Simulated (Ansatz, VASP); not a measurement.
**One calculation of SnO2, two programs**

```xyz
9
Lattice="-3.2373 0.0000 0.0000 -1.6186 -2.8035 0.0000 -1.4568 -0.8411 12.8755" Properties=species:S:1:pos:R:3 pbc="T T T"
Sn   -3.2373   -1.8690    6.4375
Sn   -3.2373    0.0000    2.1457
Sn   -1.6186   -0.9345   10.7293
O    -3.2373   -1.8690    3.1363
O    -3.2373    0.0000   11.7199
O    -1.6186   -0.9345    7.4281
O    -3.2373   -1.8690    9.7388
O    -3.2373    0.0000    5.4470
O    -1.6186   -0.9345    1.1551
```

Alike in both runs: task single point; functional PBE; dispersion D3(BJ); k mesh 9 × 9 × 2; occupations gaussian, width 0.05 eV; no spin polarisation.

```csv
,VASP,Ansatz
version,VASP 6.6.1,Ansatz 0.2.0
potentials or method,"VASP PAW PBE potentials, release 64 (Sn_d, O), cutoff 520 eV","scalar-relativistic, plane waves, PAW"
valence electrons in the cell,78,78
```

VASP gave:

* gap on the k mesh at the Fermi level (eV): 1.52
* least direct gap on the mesh (eV): 1.52
* pressure (GPa): 0.8
* traceless stress, the component that is largest in VASP (GPa): 0.47
* rms of the force components (eV/Å): 0.059

Q: Which values does Ansatz return?

A: gap on the k mesh at the Fermi level (eV): 1.54; least direct gap on the mesh (eV): 1.54; pressure (GPa): 0.1; traceless stress, the component that is largest in VASP (GPa): 0.92; rms of the force components (eV/Å): 0.051.

Atom by atom the forces differ by 0.027 eV/Å (rms over components).
